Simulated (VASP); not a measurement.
Fe: single point with PBE

The system is Fe.

```xyz
1
Lattice="-1.4430 1.4430 1.4430 1.4430 -1.4430 1.4430 1.4430 1.4430 -1.4430" Properties=species:S:1:pos:R:3 pbc="T T T"
Fe    0.0000    0.0000    0.0000
```

- Program: VASP 6.6.1
- Task: single point
- Functional: PBE
- Potentials or basis: VASP PAW PBE potentials, release 64 (Fe)
- Cutoff: 520 eV
- k mesh: 22 × 22 × 22
- Occupations: gaussian, width 0.05 eV
- Spin: collinear spin, ferromagnetic start
- Starting moments: [2.5] μB

The pressure is -9.3 GPa and the net moment is 2.30 μB per cell. The site moments are Fe +2.30 μB and the valence electrons inside the program's atomic spheres are Fe 7.16.

Levels at points of the mesh, in eV from the Fermi level:
Spin up:
```tsv
k point	band 3	band 4	band 5	band 6	band 7	band 8
(0.00, 0.00, 0.00)	-2.17	-2.17	-1.06	-1.06	24.51	24.51
(0.50, 0.00, 0.00)	-1.00	-0.89	0.29	0.58	6.90	17.93
(0.50, 0.50, 0.50)	0.05	0.05	0.05	9.59	9.59	9.59
```
Spin down:
```csv
k point,band 1,band 2,band 3,band 4,band 5,band 6
"(0.00, 0.00, 0.00)",-7.90,-0.15,-0.15,-0.15,1.77,1.77
"(0.50, 0.00, 0.00)",-3.26,-1.34,0.67,1.63,2.00,2.64
"(0.50, 0.50, 0.50)",-2.60,-2.60,2.36,2.36,2.36,9.86
```

It took 62 s on 1 thread of AMD EPYC 9R45 (Zen 5), with other jobs on the host, peak memory 0.16 GiB.
